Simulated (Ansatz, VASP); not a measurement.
## AlPdC4N4: VASP beside Ansatz

```
Al Pd C N
1.0
     5.85491    0.00000    0.00000
     0.00000    5.85491    0.00000
     0.00000    0.00000    5.85491
Al Pd C N
1 1 4 4
Cartesian
  2.9275 2.9275 2.9275
  0.0000 0.0000 0.0000
  1.1189 1.1189 1.1189
  1.1189 4.7360 4.7360
  4.7360 1.1189 4.7360
  4.7360 4.7360 1.1189
  1.7944 1.7944 1.7944
  1.7944 4.0605 4.0605
  4.0605 1.7944 4.0605
  4.0605 4.0605 1.7944
```

Alike in both runs: task single point; functional PBE; k mesh 4 × 4 × 4; occupations gaussian, width 0.1 eV; collinear spin.

|  | VASP | Ansatz |
| --- | --- | --- |
| version | VASP 6.6.1 | Ansatz 0.2.0 |
| potentials or method | VASP PAW PBE potentials, release 64 (Al, Pd, C, N), cutoff 520 eV | scalar-relativistic, plane waves, PAW |
| valence electrons in the cell | 49 | 57 |

Ansatz gave:

```
gap on the k mesh at the Fermi level (eV)                     : none
pressure (GPa)                                                : 0.4
rms of the force components (eV/Å)                            : 1.033
net moment per atom (μB)                                      : 0.10
size of the moment on the site where the two differ most (μB) : 0.35
```

Q: What did VASP give for the same quantities?

A: gap on the k mesh at the Fermi level (eV): none; pressure (GPa): 0.6; rms of the force components (eV/Å): 1.157; net moment per atom (μB): 0.10; size of the moment on the site where the two differ most (μB): 0.52.

Site moments also hang on the region over which each program counts them. Atom by atom the forces differ by 0.200 eV/Å (rms over components). A gap of «none» marks a metal or a gap that the smearing closes. The functional is the same, so the differences come from potentials, cutoffs and numerics. VASP's potentials hold 49 valence electrons a cell and Ansatz's 57, so a difference there can come from the potentials and not from the codes.

Noted on VASP's run: the standard files for N, O and F lose accuracy on very short bonds.
